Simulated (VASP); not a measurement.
Input of a VASP 6.6.1 run:

Contents of POSCAR:

```
MgO
1.0
    0.0000000000      2.1085000000      2.1085000000
    2.1085000000      0.0000000000      2.1085000000
    2.1085000000      2.1085000000      0.0000000000
Mg O
1 1
Direct
    0.0000000000      0.0000000000      0.0000000000
    0.5000000000      0.5000000000      0.5000000000
```

The input INCAR.step1:

```
PREC = Accurate ; ENCUT = 520
ISMEAR = 0 ; SIGMA = 0.1
LREAL = F ; LASPH = T
NELM = 100 ; NBANDS = 11
GGA = PE ; ALGO = Normal
EDIFF = 1E-4 ; LWAVE = T
LCHARG = F
```

File INCAR.step2:

```
PREC = Accurate ; ENCUT = 520
EDIFF = 1E-6 ; ISMEAR = 0
SIGMA = 0.1 ; LREAL = F
LASPH = T ; NELM = 100
ALGO = Normal ; ISIF = 2
LWAVE = F ; LCHARG = F
METAGGA = R2SCAN ; LMIXTAU = T
NBANDS = 11 ; ISTART = 1
```

Contents of KPOINTS:

```
Automatic mesh
0
Gamma
  8 8 8
```

Potentials or basis: VASP PAW PBE potentials, release 64 (Mg, O).

Launch:

```sh
$ cat potpaw_PBE.64/Mg/POTCAR potpaw_PBE.64/O/POTCAR > POTCAR
$ cp INCAR.step1 INCAR
$ mpirun -np 1 vasp_std > vasp.out
$ cp INCAR.step2 INCAR
$ mpirun -np 1 vasp_std > vasp.out
```

Q: Estimate the band gap on the k mesh.

A: 5.57 eV, direct.

Q: Predict the pressure.

A: -2.6 GPa.

Caveat: the PAW data sets were made with another functional, which shifts forces and pressure a little.

**What was measured.**

“Electronic structure of alkaline earth and post-transition metal oxides”, 2009, arxiv:0908.1581 quotes, for a bulk crystal of MgO: band gap 7.83 eV.

Against the measured gap of MgO, 7.83 eV (quoted in “Electronic structure of alkaline earth and post-transition metal oxides”, 2009, arxiv:0908.1581), the calculated 5.57 eV is off by -2.26 eV. The value is that of r2SCAN, without temperature or zero-point motion.
